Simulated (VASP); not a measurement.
Input of a VASP 6.6.1 run:

Contents of INCAR:

```
ALGO = Normal
EDIFF = 1E-7
ENCUT = 520
ISIF = 2
ISMEAR = 0
LASPH = True
LCHARG = True
LELF = True
LREAL = False
LVHAR = True
LWAVE = False
NBANDS = 20
NELM = 100
PREC = Accurate
SIGMA = 0.01
```

File KPOINTS:

```
k-points
0
Gamma
  7 7 2
```

POSCAR

```
Al2O3
1.0
    2.8843249500      0.0000000000      0.0000000000
   -1.4421624700      2.4978986800      0.0000000000
    0.0000000000      0.0000000000      9.3367544600
Al O
2 3
Direct
    0.0000000000      0.0000000000      0.1499923300
    0.0000000000      0.0000000000      0.8500076700
    0.3333333333      0.6666666667      0.2223169200
    0.6666666667      0.3333333333      0.0000000000
    0.3333333333      0.6666666667      0.7776830800
```

Potentials or basis: VASP PAW LDA potentials, release 64 (Al, O).

Command:

```console
$ cat potpaw_LDA.64/Al/POTCAR potpaw_LDA.64/O/POTCAR > POTCAR
$ mpirun -np 1 vasp_std > vasp.out
```

Task: Predict the band gap on the k mesh.

Result: 4.76 eV, indirect (least direct gap 4.99 eV).

Task: Predict the pressure.

Result: -6.4 GPa.

Task: Estimate the largest force.

Result: 0.498 eV/Å.

Stress tensor (GPa, compression positive):
```
-7.09  0.00  0.00
 0.00 -7.09  0.00
 0.00  0.00 -5.00
```

A k mesh can miss the band edges.
